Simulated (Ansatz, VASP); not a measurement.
# Two plane-wave programs on AlN

```
CELL_PARAMETERS angstrom
3.32140 0.00000 0.00000
-1.66070 2.87642 0.00000
0.00000 0.00000 4.09980
ATOMIC_POSITIONS crystal
Al 0.33333 0.66667 0.75000
Al 0.66667 0.33333 0.25000
N 0.33333 0.66667 0.25000
N 0.66667 0.33333 0.75000
```

Alike in both runs: task single point; functional PBEsol; k mesh 9 × 9 × 6; occupations gaussian, width 0.05 eV; no spin polarisation.

|  | VASP | Ansatz |
| --- | --- | --- |
| version | VASP 6.6.1 | Ansatz 0.2.0 |
| potentials or method | VASP PAW PBE potentials, release 64 (Al, N), cutoff 520 eV | scalar-relativistic, plane waves, PAW |
| valence electrons in the cell | 16 | 16 |

```tsv
	VASP	Ansatz	Ansatz less VASP
gap on the k mesh at the Fermi level (eV)	3.37	3.35	-0.013
least direct gap on the mesh (eV)	3.37	3.35	-0.013
pressure (GPa)	-0.8	-0.7	+0.07
traceless stress, the component that is largest in VASP (GPa)	2.24	2.25	+0.011
```

VASP's potentials were made for PBE, not for PBEsol.
